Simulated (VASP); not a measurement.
# Zn2SnN3 (P-3m1) in VASP: further runs

Runs on Zn2SnN3. Level: PBE. Tasks: single point, relaxation of cell and atoms.

All numbers are computed with VASP 6.6.1; they aren't measurements. Logs are shortened: lines on timing, memory, paths and dates and some standing lists are left out, and cuts for length are marked.

## (1) The cell of the first run

Symmetry: P-3m1, No. 164, trigonal system. The conventional cell has a = 3.162 Å, b = 3.162 Å, c = 7.739 Å, α = 90.00°, β = 90.00°, γ = 120.00°. Zn (site symmetry 3m) has 6 N at 2.16 to 2.34 Å within 2.9 Å. Within 2.9 Å of Sn (site symmetry -3m) lie 6 N at 2.21 Å. N (site symmetry 3m) has 3 Sn at 2.21 Å and 3 Zn at 2.34 Å within 2.9 Å. Within 2.9 Å of N (site symmetry -3m) lie 6 Zn at 2.16 Å.

## (2) Single point, PBE

Input file INCAR:

```
SYSTEM = Zn2SnN3
PREC = Accurate
ENCUT = 520
EDIFF = 1E-6
ISMEAR = 0
SIGMA = 0.1
LREAL = .FALSE.
LASPH = .TRUE.
NELM = 60
ALGO = Normal
ISIF = 2
LWAVE = .FALSE.
LCHARG = .FALSE.
GGA = PE
NBANDS = 36
```

Input file KPOINTS:

```
Automatic mesh
0
G
  6 6 2
  0 0 0
```

Input file POSCAR:

```
Zn2SnN3
1.0
    3.1623848770      0.0000000000      0.0000000000
   -1.5811924385      2.7387056400      0.0000000000
    0.0000000000      0.0000000000      7.7389060149
Zn Sn N
2 1 3
Direct
    0.3333333333      0.6666666667      0.6498011676
    0.6666666667      0.3333333333      0.3501988324
    0.0000000000      0.0000000000      0.0000000000
    0.3333333333      0.6666666667      0.1613482048
    0.6666666667      0.3333333333      0.8386517952
    0.0000000000      0.0000000000      0.5000000000
```

Potentials or basis: VASP PAW PBE potentials, release 64 (Zn, Sn_d, N).

Launch:

```
$ cat potpaw_PBE.64/Zn/POTCAR potpaw_PBE.64/Sn_d/POTCAR potpaw_PBE.64/N/POTCAR > POTCAR
$ mpirun -np 1 vasp_std > vasp.out
```

OUTCAR:

```text
SYSTEM = Zn2SnN3
   PREC = Accurate
   ENCUT = 520
   EDIFF = 1E-6
   ISMEAR = 0
   LREAL = .FALSE.
   LASPH = .TRUE.
   NELM = 60
   ISIF = 2
   GGA = PE

 ion  position               nearest neighbor table
   1  0.333  0.667  0.650-   6 2.16   6 2.16   6 2.16   5 2.34   5 2.34   5 2.34   2 2.95   2 2.95
                             2 2.95   3 3.27   3 3.27   3 3.27
   2  0.667  0.333  0.350-   6 2.16   6 2.16   6 2.16   4 2.34   4 2.34   4 2.34   1 2.95   1 2.95
                             1 2.95   3 3.27   3 3.27   3 3.27
   3  0.000  0.000  0.000-   4 2.21   5 2.21   4 2.21   5 2.21   5 2.21   4 2.21   1 3.27   2 3.27
                             1 3.27   2 3.27   1 3.27   2 3.27
   4  0.333  0.667  0.161-   3 2.21   3 2.21   3 2.21   2 2.34   2 2.34   2 2.34
   5  0.667  0.333  0.839-   3 2.21   3 2.21   3 2.21   1 2.34   1 2.34   1 2.34
   6  0.000  0.000  0.500-   1 2.16   2 2.16   1 2.16   2 2.16   2 2.16   1 2.16

  LATTYP: Found a hexagonal cell.
 ALAT       =     3.1623848770
 C/A-ratio  =     2.4471739892

  Lattice vectors:

 A1 = (   3.1623848770,   0.0000000000,   0.0000000000)
 A2 = (  -1.5811924385,   2.7387056400,   0.0000000000)
 A3 = (   0.0000000000,   0.0000000000,   7.7389060149)

Analysis of symmetry for initial positions (statically):
=====================================================================
 Subroutine PRICEL returns:
 Original cell was already a primitive cell.

 Routine SETGRP: Setting up the symmetry group for a
 hexagonal supercell.

 Subroutine GETGRP returns: Found 12 space group operations
 (whereof 12 operations were pure point group operations)
 out of a pool of 24 trial point group operations.

The static configuration has the point symmetry D_3d.

Analysis of symmetry for dynamics (positions and initial velocities):
=====================================================================
 Subroutine PRICEL returns:
 Original cell was already a primitive cell.

 Routine SETGRP: Setting up the symmetry group for a
 hexagonal supercell.

 Subroutine GETGRP returns: Found 12 space group operations
 (whereof 12 operations were pure point group operations)
 out of a pool of 24 trial point group operations.

The dynamic configuration has the point symmetry D_3d.

 Subroutine INISYM returns: Found 12 space group operations
 (whereof 12 operations are pure point group operations),
 and found     1 'primitive' translations

----------------------------------------------------------------------------------------

                                     Primitive cell

  volume of cell :      67.0254

  direct lattice vectors                    reciprocal lattice vectors
     3.162384877  0.000000000  0.000000000     0.316217045  0.182567996  0.000000000
    -1.581192439  2.738705640  0.000000000     0.000000000  0.365135992  0.000000000
     0.000000000  0.000000000  7.738906015     0.000000000  0.000000000  0.129217230

  length of vectors
     3.162384877  3.162384877  7.738906015     0.365135992  0.365135992  0.129217230

  position of ions in fractional coordinates (direct lattice)
     0.333333333  0.666666667  0.649801168
     0.666666667  0.333333333  0.350198832
     0.000000000  0.000000000  0.000000000
     0.333333333  0.666666667  0.161348205
     0.666666667  0.333333333  0.838651795
     0.000000000  0.000000000  0.500000000

  ion indices of the primitive-cell ions
   primitive index   ion index
                 1           1
                 2           2
                 3           3
                 4           4
                 5           5
                 6           6

----------------------------------------------------------------------------------------

 KPOINTS: Automatic mesh

Automatic generation of k-mesh.
 Grid dimensions read from file:
 generate k-points for:    6    6    2

 Generating k-lattice:

  Cartesian coordinates                     Fractional coordinates (reciprocal lattice)
     0.052702841  0.030427999  0.000000000     0.166666667 -0.000000000  0.000000000
     0.000000000  0.060855999  0.000000000     0.000000000  0.166666667  0.000000000
     0.000000000  0.000000000  0.064608615     0.000000000  0.000000000  0.500000000

  Length of vectors
     0.060855999  0.060855999  0.064608615

  Shift w.r.t. Gamma in fractional coordinates (k-lattice)
     0.000000000  0.000000000  0.000000000

 Subroutine IBZKPT returns following result:
 ===========================================

 Found     14 irreducible k-points:

 Following reciprocal coordinates:
            Coordinates               Weight
  0.000000  0.000000  0.000000      1.000000
  0.166667 -0.000000  0.000000      6.000000
  0.333333 -0.000000  0.000000      6.000000
  0.500000 -0.000000  0.000000      3.000000
  0.166667  0.166667  0.000000      6.000000
  0.333333  0.166667  0.000000     12.000000
  0.333333  0.333333  0.000000      2.000000
  0.000000  0.000000  0.500000      1.000000
  0.166667 -0.000000  0.500000      6.000000
  0.333333 -0.000000  0.500000      6.000000
  0.500000 -0.000000  0.500000      3.000000
  0.166667  0.166667  0.500000      6.000000
  0.333333  0.166667  0.500000     12.000000
  0.333333  0.333333  0.500000      2.000000
   k-points           NKPTS =     14   k-points in BZ     NKDIM =     14   number of bands    NBANDS=     36
   number of dos      NEDOS =    301   number of ions     NIONS =      6
   total plane-waves  NPLWV =  34560
   dimension x,y,z NGX =    24 NGY =   24 NGZ =   60
   dimension x,y,z NGXF=    48 NGYF=   48 NGZF=  120
   ions per type =               2   1   3
   NGX,Y,Z   is equivalent  to a cutoff of  12.62, 12.62, 12.89 a.u.
   NGXF,Y,Z  is equivalent  to a cutoff of  25.23, 25.23, 25.78 a.u.
 SYSTEM =  Zn2SnN3
   PREC   = accura    normal or accurate (medium, high low for compatibility)
   ISTART =      0    job   : 0-new  1-cont  2-samecut
   ICHARG =      2    charge: 1-file 2-atom 10-const
   ISPIN  =      1    spin polarized calculation?
   LNONCOLLINEAR =      F non collinear calculations
   LSORBIT =      F    spin-orbit coupling
   LASPH  =      T    aspherical Exc in radial PAW
   ENCUT  =  520.0 eV  38.22 Ry    6.18 a.u.   5.88  5.88 14.39*2*pi/ulx,y,z
   NELM   =     60;   NELMIN=  2; NELMDL= -5     # of ELM steps
   EDIFF  = 0.1E-05   stopping-criterion for ELM
   LREAL  =      F    real-space projection
   EDIFFG = 0.1E-04   stopping-criterion for IOM
   NSW    =      0    number of steps for IOM
   IBRION =     -1    ionic relax: 0-MD 1-quasi-New 2-CG
   NFREE  =      0    steps in history (QN), initial steepest desc. (CG)
   ISIF   =      2    stress and relaxation
   ISYM   =      2    0-nonsym 1-usesym 2-fastsym
   POTIM  = 0.5000    time-step for ionic-motion
   TEBEG  =    0.0;   TEEND  =   0.0 temperature during run
   PSTRESS=    0.0 pullay stress
   NELECT =      53.0000    total number of electrons
   NUPDOWN=      -1.0000    fix difference up-down
   EMIN   =  10.00;   EMAX   =-10.00  energy-range for DOS
   EFERMI =   0.00;   METHOD = LEGACY
   ISMEAR =     0;   SIGMA  =   0.10  broadening in eV -4-tet -1-fermi 0-gaus
   EFERMI_NEDOS =   21; number of points for ismear=-14 and -15
   IALGO  =     38    algorithm
   IMIX   =      4    mixing-type and parameters
     AMIX     =   0.40;   BMIX     =  1.00
     AMIX_MAG =   1.60;   BMIX_MAG =  1.00
  volume/ion in A,a.u.               =      11.17        75.38
  Fermi-wavevector in a.u.,A,eV,Ry     =   1.513864  2.860788 31.181623  2.291785
  Thomas-Fermi vector in A             =   2.623598
   LORBIT       =      0    0 simple, 1 ext, 2 COOP (PROOUT), +10 PAW based schemes
   GGA     = PE    functional components
   LHFCALC =     F    Hartree Fock is set to
   AEXX    =    0.0000 exact exchange contribution
   IVDW    =     0    specifies the selected vdW correction
   LEPSILON=     F    determine dielectric tensor
   LRPA    =     F    only Hartree local field effects (RPA)
 non-spin polarized calculation
 Gauss-broadening in eV      SIGMA  =   0.10
  energy-cutoff  :      520.00
  volume of cell :       67.03
 maximum number of plane-waves:      1832
 NGX is ok and might be reduce to    24
   NGX = 11   NGY = 11   NGZ = 29

 number of electron      52.9999973 magnetization

 Free energy of the ion-electron system (eV)
  ---------------------------------------------------
  ext. energy  EPLUGINS =         0.00000000
  ---------------------------------------------------
  free energy    TOTEN  =       -28.33107420 eV

  energy without entropy =      -28.32383526  energy(sigma->0) =      -28.32745473

 E-fermi :   5.8826     XC(G=0): -12.1536

 val. band max:        5.8165769567   @ k =   0.3333   0.1667   0.0000
 cond. band min:       6.0395587736   @ k =   0.3333  -0.0000   0.5000
 fundamental gap:      0.2229818169
 Fermi energy:         5.8825896695

 k-point     1 :       0.0000    0.0000    0.0000
  band No.  band energies     occupation
      1     -15.1432      2.00000
      2     -15.1432      2.00000
      3     -15.1281      2.00000
      4     -14.9388      2.00000
      5     -14.9388      2.00000
      6     -10.5039      2.00000
[... 28 lines left out ...]
     35      17.1737      0.00000
     36      17.1737      0.00000

 k-point     2 :       0.1667   -0.0000    0.0000
  band No.  band energies     occupation
      1     -15.2086      2.00000
      2     -15.0760      2.00000
      3     -15.0716      2.00000
      4     -15.0030      2.00000
      5     -14.9486      2.00000
      6     -10.0963      2.00000
[... 28 lines left out ...]
     35      15.7097      0.00000
     36      16.9259      0.00000

 k-point     3 :       0.3333   -0.0000    0.0000
  band No.  band energies     occupation
      1     -15.3677      2.00000
      2     -15.1053      2.00000
      3     -14.9985      2.00000
      4     -14.9492      2.00000
      5     -14.9078      2.00000
      6      -8.9755      2.00000
[... 28 lines left out ...]
     35      15.6831      0.00000
     36      15.9023      0.00000
[... 352 lines left out ...]
 k-point    13 :       0.3333    0.1667    0.5000
  band No.  band energies     occupation
      1     -15.3623      2.00000
      2     -15.0959      2.00000
      3     -15.0679      2.00000
      4     -14.9461      2.00000
      5     -14.8772      2.00000
      6      -8.0305      2.00000
[... 28 lines left out ...]
     35      15.5947      0.00000
     36      15.9113      0.00000

 k-point    14 :       0.3333    0.3333    0.5000
  band No.  band energies     occupation
      1     -15.2267      2.00000
      2     -15.2267      2.00000
      3     -14.9987      2.00000
      4     -14.9987      2.00000
      5     -14.9177      2.00000
      6      -7.1685      2.00000
[... 28 lines left out ...]
     35      15.6935      0.00000
     36      15.8423      0.00000

------------------------ aborting loop because EDIFF is reached ----------------------------------------

  FORCE on cell =-STRESS in cart. coord.  units (eV):
  Direction    XX          YY          ZZ          XY          YZ          ZX
  --------------------------------------------------------------------------------------
  -------------------------------------------------------------------------------------
  Total        0.2105312      0.2105312      0.2178092      0.0000000      0.0000000      0.0000000
  in kB        5.0325413      5.0325413      5.2065142      0.0000000      0.0000000      0.0000000
  external PRESSURE =       5.0905323 kB  Pullay stress =       0.0000000 kB

 VOLUME and BASIS-vectors are now :
 -----------------------------------------------------------------------------
  energy-cutoff  :      520.00
  volume of cell :       67.03
      direct lattice vectors                 reciprocal lattice vectors
     3.162384877  0.000000000  0.000000000     0.316217045  0.182567996  0.000000000
    -1.581192439  2.738705640  0.000000000     0.000000000  0.365135992  0.000000000
     0.000000000  0.000000000  7.738906015     0.000000000  0.000000000  0.129217230

 POSITION                                       TOTAL-FORCE (eV/Angst)
 -----------------------------------------------------------------------------------
     -0.00000      1.82580      5.02875         0.000000      0.000000      0.016130
      1.58119      0.91290      2.71016        -0.000000      0.000000     -0.016130
      0.00000      0.00000      0.00000         0.000000      0.000000      0.000000
     -0.00000      1.82580      1.24866        -0.000000     -0.000000      0.003725
      1.58119      0.91290      6.49025         0.000000      0.000000     -0.003725
      0.00000      0.00000      3.86945         0.000000      0.000000      0.000000
 -----------------------------------------------------------------------------------
    total drift:                               -0.000000      0.000000     -0.000000

  FREE ENERGIE OF THE ION-ELECTRON SYSTEM (eV)
  ---------------------------------------------------
  free  energy   TOTEN  =       -28.3310741971 eV

  energy  without entropy=      -28.3238352646  energy(sigma->0) =      -28.32745473
```

Run time: 29 s. Hardware: 1 thread of Intel Xeon Platinum 8375C at 2.90GHz (Ice Lake), shared host; peak memory 0.19 GiB.

What came out:

```yaml
Free_energy: -28.3311 eV
Pressure: 0.5 GPa
Largest_force: 0.016 eV/Å
```

Forces in eV/Å, atoms in the order of the input:
```
Zn   0.000  0.000  0.016
Zn   0.000  0.000 -0.016
Sn   0.000  0.000  0.000
N    0.000  0.000  0.004
N    0.000  0.000 -0.004
N    0.000  0.000  0.000
```

Caveat: the k points lie up to 0.41 Å⁻¹ apart; spin-orbit coupling is left out, which moves the levels of the heavy elements.

(Part 1 of 2 ends here.)
